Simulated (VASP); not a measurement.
Input of a VASP 6.6.1 run:

File INCAR:

```
  ALGO = Normal
  EDIFF = 1E-6
  ENCUT = 520
  GGA = PE
  ISIF = 2
  ISMEAR = 0
  IVDW = 12
  LASPH = True
  LCHARG = True
  LELF = True
  LREAL = False
  LVHAR = True
  LWAVE = False
  NBANDS = 14
  NELM = 80
  PREC = Accurate
  SIGMA = 0.15
```

File KPOINTS:

```
k-points
0
Gamma
  18 18 4
```

File POSCAR:

```
Al
1.0
    2.7769904488      0.0000000000      0.0000000000
   -1.3884952244      2.4049442747      0.0000000000
    0.0000000000      0.0000000000      9.2410470711
Al
4
Direct
    0.0000000000      0.0000000000      0.0000000000
    0.3333333333      0.6666666667      0.2500000000
    0.0000000000      0.0000000000      0.5000000000
    0.6666666667      0.3333333333      0.7500000000
```

Potentials or basis: VASP PAW PBE potentials, release 64 (Al).

The run is started by

```bash
$ cat potpaw_PBE.64/Al/POTCAR > POTCAR
$ mpirun -np 1 vasp_std > vasp.out
```

Problem. What does it give for the pressure?

Solution. 2.5 GPa.

Problem. Predict the dispersion energy per atom.

Solution. -0.361 eV.

Problem. Estimate the band gap on the k mesh.

Solution. Zero (bands 6 and 7 overlap by 5.36 eV).

Stress tensor (GPa, compression positive):
```
2.92 0.00 0.00
0.00 2.92 0.00
0.00 0.00 1.66
```
